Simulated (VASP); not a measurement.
# TiCo (Pm-3m) in VASP: a series of runs

TiCo is run at these levels: PBE; tasks: single point.

Everything below comes from runs of VASP 6.6.1. Logs are shortened: lines on timing, memory, paths and dates and some standing lists are left out, and cuts for length are marked.

**1. The cell of the first run**

Symmetry: Pm-3m, No. 221, cubic system. The conventional cell has a = 2.931 Å, b = 2.931 Å, c = 2.931 Å, α = 90.00°, β = 90.00°, γ = 90.00°. Within 3.4 Å of Ti (site symmetry m-3m) lie 8 Co at 2.54 Å and 6 Ti at 2.93 Å. Co (site symmetry m-3m) has 8 Ti at 2.54 Å and 6 Co at 2.93 Å within 3.4 Å.

**2. Single point, PBE (volume scaled by 0.960)**

INCAR

```
SYSTEM = TiCo
PREC     = Accurate       ! precision mode
ENCUT    = 520            ! plane-wave cutoff, eV
EDIFF    = 1E-6           ! SCF threshold, eV
ISMEAR   = 0              ! smearing method
SIGMA    = 0.05           ! smearing width, eV
LREAL    = .False.        ! projectors in reciprocal space
LASPH    = .True.         ! aspherical terms in the spheres
NELM     = 80             ! most SCF steps
ALGO     = Fast           ! electronic algorithm
ISIF     = 2              ! what is computed and relaxed
LWAVE    = .False.        ! write WAVECAR
LCHARG   = .False.        ! write CHGCAR
GGA      = PE             ! functional
NBANDS   = 18             ! bands
```

KPOINTS

```
regular mesh
0
Gamma
  16 16 16
  0 0 0
```

POSCAR

```
TiCo
1.0
    2.9314814870      0.0000000000      0.0000000000
    0.0000000000      2.9314814870      0.0000000000
    0.0000000000      0.0000000000      2.9314814870
Ti Co
1 1
Direct
    0.0000000000      0.0000000000      0.0000000000
    0.5000000000      0.5000000000      0.5000000000
```

Potentials or basis: VASP PAW PBE potentials, release 64 (Ti_sv, Co).

Command:

```bash
$ cat potpaw_PBE.64/Ti_sv/POTCAR potpaw_PBE.64/Co/POTCAR > POTCAR
$ mpirun -np 1 vasp_std > vasp.out
```

OUTCAR:

```text
SYSTEM = TiCo
   PREC = Accurate
   ENCUT = 520
   EDIFF = 1E-6
   ISMEAR = 0
   LREAL = .False.
   LASPH = .True.
   NELM = 80
   ISIF = 2
   GGA = PE

 ion  position               nearest neighbor table
   1  0.000  0.000  0.000-   2 2.54   2 2.54   2 2.54   2 2.54   2 2.54   2 2.54   2 2.54   2 2.54

   2  0.500  0.500  0.500-   1 2.54   1 2.54   1 2.54   1 2.54   1 2.54   1 2.54   1 2.54   1 2.54

  LATTYP: Found a simple cubic cell.
 ALAT       =     2.9314814870

  Lattice vectors:

 A1 = (   2.9314814870,   0.0000000000,   0.0000000000)
 A2 = (   0.0000000000,   2.9314814870,   0.0000000000)
 A3 = (   0.0000000000,   0.0000000000,   2.9314814870)

Analysis of symmetry for initial positions (statically):
=====================================================================
 Subroutine PRICEL returns:
 Original cell was already a primitive cell.

 Routine SETGRP: Setting up the symmetry group for a
 simple cubic supercell.

 Subroutine GETGRP returns: Found 48 space group operations
 (whereof 48 operations were pure point group operations)
 out of a pool of 48 trial point group operations.

The static configuration has the point symmetry O_h .

Analysis of symmetry for dynamics (positions and initial velocities):
=====================================================================
 Subroutine PRICEL returns:
 Original cell was already a primitive cell.

 Routine SETGRP: Setting up the symmetry group for a
 simple cubic supercell.

 Subroutine GETGRP returns: Found 48 space group operations
 (whereof 48 operations were pure point group operations)
 out of a pool of 48 trial point group operations.

The dynamic configuration has the point symmetry O_h .

 Subroutine INISYM returns: Found 48 space group operations
 (whereof 48 operations are pure point group operations),
 and found     1 'primitive' translations

----------------------------------------------------------------------------------------

                                     Primitive cell

  volume of cell :      25.1919

  direct lattice vectors                    reciprocal lattice vectors
     2.931481487  0.000000000  0.000000000     0.341124447  0.000000000  0.000000000
     0.000000000  2.931481487  0.000000000     0.000000000  0.341124447  0.000000000
     0.000000000  0.000000000  2.931481487     0.000000000  0.000000000  0.341124447

  length of vectors
     2.931481487  2.931481487  2.931481487     0.341124447  0.341124447  0.341124447

[... 75 lines left out ...]
   LNONCOLLINEAR =      F non collinear calculations
   LSORBIT =      F    spin-orbit coupling
   LASPH  =      T    aspherical Exc in radial PAW
   ENCUT  =  520.0 eV  38.22 Ry    6.18 a.u.   5.45  5.45  5.45*2*pi/ulx,y,z
   NELM   =     80;   NELMIN=  2; NELMDL= -5     # of ELM steps
   EDIFF  = 0.1E-05   stopping-criterion for ELM
   LREAL  =      F    real-space projection
   EDIFFG = 0.1E-04   stopping-criterion for IOM
   NSW    =      0    number of steps for IOM
   IBRION =     -1    ionic relax: 0-MD 1-quasi-New 2-CG
   NFREE  =      0    steps in history (QN), initial steepest desc. (CG)
   ISIF   =      2    stress and relaxation
   ISYM   =      2    0-nonsym 1-usesym 2-fastsym
   POTIM  = 0.5000    time-step for ionic-motion
   TEBEG  =    0.0;   TEEND  =   0.0 temperature during run
   PSTRESS=    0.0 pullay stress
   NELECT =      21.0000    total number of electrons
   NUPDOWN=      -1.0000    fix difference up-down
   EMIN   =  10.00;   EMAX   =-10.00  energy-range for DOS
   EFERMI =   0.00;   METHOD = LEGACY
   ISMEAR =     0;   SIGMA  =   0.05  broadening in eV -4-tet -1-fermi 0-gaus
   EFERMI_NEDOS =   21; number of points for ismear=-14 and -15
   IALGO  =     68    algorithm
   IMIX   =      4    mixing-type and parameters
     AMIX     =   0.40;   BMIX     =  1.00
     AMIX_MAG =   1.60;   BMIX_MAG =  1.00
  volume/ion in A,a.u.               =      12.60        85.00
  Fermi-wavevector in a.u.,A,eV,Ry     =   1.540733  2.911564 32.298310  2.373859
  Thomas-Fermi vector in A             =   2.646779
   LORBIT       =      0    0 simple, 1 ext, 2 COOP (PROOUT), +10 PAW based schemes
   GGA     = PE    functional components
   LHFCALC =     F    Hartree Fock is set to
   AEXX    =    0.0000 exact exchange contribution
   IVDW    =     0    specifies the selected vdW correction
   LEPSILON=     F    determine dielectric tensor
   LRPA    =     F    only Hartree local field effects (RPA)
 non-spin polarized calculation
 RMM-DIIS sequential band-by-band and
 Gauss-broadening in eV      SIGMA  =   0.05
  energy-cutoff  :      520.00
  volume of cell :       25.19
 maximum number of plane-waves:       701
 NGX is ok and might be reduce to    24
   NGX = 11   NGY = 11   NGZ = 11

 number of electron      21.0000010 magnetization

 Free energy of the ion-electron system (eV)
  ---------------------------------------------------
  ext. energy  EPLUGINS =         0.00000000
  ---------------------------------------------------
  free energy    TOTEN  =       -15.61588857 eV

  energy without entropy =      -15.61164665  energy(sigma->0) =      -15.61376761

 E-fermi :  10.6372     XC(G=0): -12.8710

 val. band max:       10.6357448163   @ k =   0.4375   0.3125   0.0000
 cond. band min:      10.6460416422   @ k =   0.5000   0.4375   0.1875
 fundamental gap:      0.0102968260
 Fermi energy:        10.6371958968

 k-point     1 :       0.0000    0.0000    0.0000
  band No.  band energies     occupation
      1     -46.4800      2.00000
      2     -22.5529      2.00000
      3     -22.5529      2.00000
      4     -22.5529      2.00000
      5       2.7554      2.00000
      6       6.6030      2.00000
[... 481 lines left out ...]
      5       6.5196      2.00000
      6       6.8680      2.00000
[... 10 lines left out ...]
     17      23.7307      0.00000
     18      25.3822      0.00000

 [... further k-points ...]
[... 5 lines left out ...]
  --------------------------------------------------------------------------------------
  -------------------------------------------------------------------------------------
  Total        1.1529024      1.1529024      1.1529024      0.0000000      0.0000000      0.0000000
  in kB       73.3232406     73.3232406     73.3232406      0.0000000      0.0000000      0.0000000
  external PRESSURE =      73.3232406 kB  Pullay stress =       0.0000000 kB

 VOLUME and BASIS-vectors are now :
 -----------------------------------------------------------------------------
  energy-cutoff  :      520.00
  volume of cell :       25.19
      direct lattice vectors                 reciprocal lattice vectors
     2.931481487  0.000000000  0.000000000     0.341124447  0.000000000  0.000000000
     0.000000000  2.931481487  0.000000000     0.000000000  0.341124447  0.000000000
     0.000000000  0.000000000  2.931481487     0.000000000  0.000000000  0.341124447

 POSITION                                       TOTAL-FORCE (eV/Angst)
 -----------------------------------------------------------------------------------
      0.00000      0.00000      0.00000         0.000000      0.000000      0.000000
      1.46574      1.46574      1.46574         0.000000      0.000000      0.000000
 -----------------------------------------------------------------------------------
    total drift:                                0.000000      0.000000     -0.000000

  FREE ENERGIE OF THE ION-ELECTRON SYSTEM (eV)
  ---------------------------------------------------
  free  energy   TOTEN  =       -15.6158885699 eV

  energy  without entropy=      -15.6116466481  energy(sigma->0) =      -15.61376761
```

Wall time 5.3 min (1 thread of AMD EPYC 7R13, shared host); peak memory 0.17 GiB.

Results:

| Property | Result |
| --- | --- |
| Free energy | -15.6159 eV |
| Pressure | 7.3 GPa |

**3. Single point, PBE (volume scaled by 0.980)**

INCAR

```
PREC = Accurate
ENCUT = 520
EDIFF = 1E-7
ISMEAR = 0
SIGMA = 0.05
LREAL = False
LASPH = True
NELM = 100
ALGO = Normal
ISIF = 2
LWAVE = False
LCHARG = False
GGA = PE
NBANDS = 18
```

KPOINTS

```
regular mesh
0
Gamma
  16 16 16
```

POSCAR

```
TiCo
1.0
    2.9516992396      0.0000000000      0.0000000000
    0.0000000000      2.9516992396      0.0000000000
    0.0000000000      0.0000000000      2.9516992396
Ti Co
1 1
Direct
    0.0000000000      0.0000000000      0.0000000000
    0.5000000000      0.5000000000      0.5000000000
```

Potentials or basis: VASP PAW PBE potentials, release 64 (Ti_sv, Co).

Command:

```bash
$ cat potpaw_PBE.64/Ti_sv/POTCAR potpaw_PBE.64/Co/POTCAR > POTCAR
$ mpirun -np 1 vasp_std > vasp.out
```

Wall time 3.2 min (1 thread of AMD EPYC 7R13, shared host); peak memory 0.17 GiB.

Results (log left out):

| Item | Value |
| --- | --- |
| Free energy | -15.6334 eV |
| Pressure | 3.3 GPa |

Levels at points of the mesh, in eV from the Fermi level:
| k point | band 6 | band 7 | band 8 | band 9 | band 10 | band 11 | band 12 | band 13 | band 14 | band 15 |
| --- | --- | --- | --- | --- | --- | --- | --- | --- | --- | --- |
| (0.00, 0.00, 0.00) | -3.91 | -3.91 | -1.50 | -1.50 | -1.50 | 0.81 | 0.81 | 2.83 | 2.83 | 2.83 |
| (0.50, 0.00, 0.00) | -3.83 | -2.44 | -1.58 | -1.58 | -1.07 | -0.84 | 0.16 | 0.66 | 0.66 | 2.29 |
| (0.50, 0.50, 0.00) | -3.87 | -2.49 | -2.49 | -0.60 | -0.13 | 0.71 | 0.71 | 1.27 | 2.68 | 2.68 |
| (0.50, 0.50, 0.50) | -2.49 | -2.49 | -2.18 | -2.18 | -2.18 | -0.57 | -0.57 | 3.26 | 3.26 | 7.43 |

**4. Single point, PBE (volume scaled by 1.040)**

INCAR

```
SYSTEM = TiCo
PREC = Accurate
ENCUT = 520
EDIFF = 1E-6
ISMEAR = 0
SIGMA = 0.05
LREAL = .FALSE.
LASPH = .TRUE.
NELM = 100
ALGO = Normal
ISIF = 2
LWAVE = .FALSE.
LCHARG = .TRUE.
GGA = PE
LELF = .TRUE.
LVHAR = .TRUE.
NBANDS = 18
```

KPOINTS

```
Automatic mesh
0
G
  16 16 16
  0 0 0
```

POSCAR

```
TiCo
1.0
    3.0107488186      0.0000000000      0.0000000000
    0.0000000000      3.0107488186      0.0000000000
    0.0000000000      0.0000000000      3.0107488186
Ti Co
1 1
Direct
    0.0000000000      0.0000000000      0.0000000000
    0.5000000000      0.5000000000      0.5000000000
```

Potentials or basis: VASP PAW PBE potentials, release 64 (Ti_sv, Co).

Command:

```bash
$ cat potpaw_PBE.64/Ti_sv/POTCAR potpaw_PBE.64/Co/POTCAR > POTCAR
$ mpirun -np 1 vasp_std > vasp.out
```

OUTCAR:

```text
SYSTEM = TiCo
   PREC = Accurate
   ENCUT = 520
   EDIFF = 1E-6
   ISMEAR = 0
   LREAL = .FALSE.
   LASPH = .TRUE.
   NELM = 100
   ISIF = 2
   GGA = PE

 ion  position               nearest neighbor table
   1  0.000  0.000  0.000-   2 2.61   2 2.61   2 2.61   2 2.61   2 2.61   2 2.61   2 2.61   2 2.61

   2  0.500  0.500  0.500-   1 2.61   1 2.61   1 2.61   1 2.61   1 2.61   1 2.61   1 2.61   1 2.61

  LATTYP: Found a simple cubic cell.
 ALAT       =     3.0107488186

  Lattice vectors:

 A1 = (   3.0107488186,   0.0000000000,   0.0000000000)
 A2 = (   0.0000000000,   3.0107488186,   0.0000000000)
 A3 = (   0.0000000000,   0.0000000000,   3.0107488186)

Analysis of symmetry for initial positions (statically):
=====================================================================
 Subroutine PRICEL returns:
 Original cell was already a primitive cell.

 Routine SETGRP: Setting up the symmetry group for a
 simple cubic supercell.

 Subroutine GETGRP returns: Found 48 space group operations
 (whereof 48 operations were pure point group operations)
 out of a pool of 48 trial point group operations.

The static configuration has the point symmetry O_h .

Analysis of symmetry for dynamics (positions and initial velocities):
=====================================================================
 Subroutine PRICEL returns:
 Original cell was already a primitive cell.

 Routine SETGRP: Setting up the symmetry group for a
 simple cubic supercell.

 Subroutine GETGRP returns: Found 48 space group operations
 (whereof 48 operations were pure point group operations)
 out of a pool of 48 trial point group operations.

The dynamic configuration has the point symmetry O_h .

 Subroutine INISYM returns: Found 48 space group operations
 (whereof 48 operations are pure point group operations),
 and found     1 'primitive' translations

----------------------------------------------------------------------------------------
[... 106 lines left out ...]
   EMIN   =  10.00;   EMAX   =-10.00  energy-range for DOS
   EFERMI =   0.00;   METHOD = LEGACY
   ISMEAR =     0;   SIGMA  =   0.05  broadening in eV -4-tet -1-fermi 0-gaus
   EFERMI_NEDOS =   21; number of points for ismear=-14 and -15
   IALGO  =     38    algorithm
   IMIX   =      4    mixing-type and parameters
     AMIX     =   0.40;   BMIX     =  1.00
     AMIX_MAG =   1.60;   BMIX_MAG =  1.00
  volume/ion in A,a.u.               =      13.65        92.09
  Fermi-wavevector in a.u.,A,eV,Ry     =   1.500169  2.834908 30.619991  2.250506
  Thomas-Fermi vector in A             =   2.611704
   LORBIT       =      0    0 simple, 1 ext, 2 COOP (PROOUT), +10 PAW based schemes
   GGA     = PE    functional components
   LHFCALC =     F    Hartree Fock is set to
   AEXX    =    0.0000 exact exchange contribution
   IVDW    =     0    specifies the selected vdW correction
   LEPSILON=     F    determine dielectric tensor
   LRPA    =     F    only Hartree local field effects (RPA)
 non-spin polarized calculation
 Gauss-broadening in eV      SIGMA  =   0.05
  energy-cutoff  :      520.00
  volume of cell :       27.29
 maximum number of plane-waves:       756
 NGX is ok and might be reduce to    24
   NGX = 11   NGY = 11   NGZ = 11

 number of electron      20.9999989 magnetization

 Free energy of the ion-electron system (eV)
  ---------------------------------------------------
  ext. energy  EPLUGINS =         0.00000000
  ---------------------------------------------------
  free energy    TOTEN  =       -15.61429886 eV

  energy without entropy =      -15.60963365  energy(sigma->0) =      -15.61196625

 E-fermi :   9.5695     XC(G=0): -12.4418

 val. band max:        9.5644748644   @ k =   0.3750   0.1250   0.0625
 cond. band min:       9.5753477780   @ k =   0.5000   0.4375   0.1875
 fundamental gap:      0.0108729137
 Fermi energy:         9.5695209901

 k-point     1 :       0.0000    0.0000    0.0000
  band No.  band energies     occupation
      1     -47.6773      2.00000
      2     -23.7741      2.00000
      3     -23.7741      2.00000
      4     -23.7741      2.00000
      5       2.0319      2.00000
      6       5.9829      2.00000
[... 481 lines left out ...]
      5       5.6547      2.00000
      6       6.0097      2.00000
[... 10 lines left out ...]
     17      21.8894      0.00000
     18      23.3612      0.00000

 [... further k-points ...]
[... 5 lines left out ...]
  --------------------------------------------------------------------------------------
  -------------------------------------------------------------------------------------
  Total       -1.1480056     -1.1480056     -1.1480056      0.0000000     -0.0000000     -0.0000000
  in kB      -67.3955158    -67.3955158    -67.3955158      0.0000000     -0.0000000     -0.0000000
  external PRESSURE =     -67.3955158 kB  Pullay stress =       0.0000000 kB

 VOLUME and BASIS-vectors are now :
 -----------------------------------------------------------------------------
  energy-cutoff  :      520.00
  volume of cell :       27.29
      direct lattice vectors                 reciprocal lattice vectors
     3.010748819  0.000000000  0.000000000     0.332143284  0.000000000  0.000000000
     0.000000000  3.010748819  0.000000000     0.000000000  0.332143284  0.000000000
     0.000000000  0.000000000  3.010748819     0.000000000  0.000000000  0.332143284

 POSITION                                       TOTAL-FORCE (eV/Angst)
 -----------------------------------------------------------------------------------
      0.00000      0.00000      0.00000         0.000000      0.000000      0.000000
      1.50537      1.50537      1.50537         0.000000      0.000000      0.000000
 -----------------------------------------------------------------------------------
    total drift:                                0.000000      0.000000     -0.000000

  FREE ENERGIE OF THE ION-ELECTRON SYSTEM (eV)
  ---------------------------------------------------
  free  energy   TOTEN  =       -15.6142988585 eV

  energy  without entropy=      -15.6096336512  energy(sigma->0) =      -15.61196625
```

OSZICAR:

```text
N       E                     dE             d eps       ncg     rms          rms(c)
DAV:   1     0.157407875111E+03    0.15741E+03   -0.10110E+04  5956   0.145E+03
DAV:   2    -0.888138844511E+01   -0.16629E+03   -0.16106E+03  6038   0.340E+02
DAV:   3    -0.177707146925E+02   -0.88893E+01   -0.87721E+01  7780   0.859E+01
DAV:   4    -0.180131273861E+02   -0.24241E+00   -0.24140E+00  7196   0.123E+01
DAV:   5    -0.180217334274E+02   -0.86060E-02   -0.86047E-02  7438   0.218E+00    0.125E+01
DAV:   6    -0.159258248527E+02    0.20959E+01   -0.97074E+00  6432   0.425E+01    0.575E+00
DAV:   7    -0.191399245889E+02   -0.32141E+01   -0.23912E+01  7632   0.391E+01    0.264E+01
DAV:   8    -0.156173579263E+02    0.35226E+01   -0.16643E+01  7708   0.332E+01    0.183E+00
DAV:   9    -0.156378083815E+02   -0.20450E-01   -0.22114E-01  6496   0.417E+00    0.205E+00
DAV:  10    -0.156159702971E+02    0.21838E-01   -0.73217E-02  8096   0.308E+00    0.499E-01
DAV:  11    -0.156149437645E+02    0.10265E-02   -0.32887E-03  6654   0.625E-01    0.311E-01
DAV:  12    -0.156143249190E+02    0.61885E-03   -0.16098E-03  8660   0.299E-01    0.631E-02
DAV:  13    -0.156143120228E+02    0.12896E-04   -0.59468E-05  6292   0.648E-02    0.441E-02
DAV:  14    -0.156142999475E+02    0.12075E-04   -0.48550E-05  7154   0.721E-02    0.759E-03
DAV:  15    -0.156142989369E+02    0.10106E-05   -0.21865E-06  5660   0.145E-02    0.275E-03
DAV:  16    -0.156142988585E+02    0.78486E-07   -0.11384E-07  3118   0.380E-03
   1 F= -.15614299E+02 E0= -.15611966E+02  d E =-.466521E-02
```

It took 3.5 min on 1 thread of AMD EPYC 7R13, shared host; peak memory 0.17 GiB.

Results:

| Quantity | Value |
| --- | --- |
| Free energy | -15.6143 eV |
| Pressure | -6.7 GPa |

Levels at points of the mesh, in eV from the Fermi level:
| k point | band 7 | band 8 | band 9 | band 10 | band 11 | band 12 | band 13 | band 14 |
| --- | --- | --- | --- | --- | --- | --- | --- | --- |
| (0.00, 0.00, 0.00) | -3.59 | -1.38 | -1.38 | -1.38 | 0.76 | 0.76 | 2.62 | 2.62 |
| (0.50, 0.00, 0.00) | -2.22 | -1.46 | -1.46 | -0.97 | -0.73 | 0.11 | 0.64 | 0.64 |
| (0.50, 0.50, 0.00) | -2.28 | -2.28 | -0.55 | -0.13 | 0.63 | 0.63 | 1.19 | 2.48 |
| (0.50, 0.50, 0.50) | -2.33 | -2.00 | -2.00 | -2.00 | -0.52 | -0.52 | 3.02 | 3.02 |

 Spin polarisation is off, so any magnetic state and its effect on volume and gap are missing.

**5. Summary**

```tsv
cell	gap on the mesh (eV)	pressure (GPa)
a = 2.931 Å, 2 atoms	none	7.3
a = 2.952 Å, 2 atoms	none	3.3
a = 3.011 Å, 2 atoms	none	-6.7
```

Alike in all rows: task single point; level PBE; potentials or basis VASP PAW PBE potentials, release 64 (Ti_sv, Co); no spin polarisation; k mesh 16 × 16 × 16; cutoff (eV) 520; smearing gaussian 0.05 eV.

Total energies depend on the potentials used, so only differences within one code and one set of settings carry meaning.
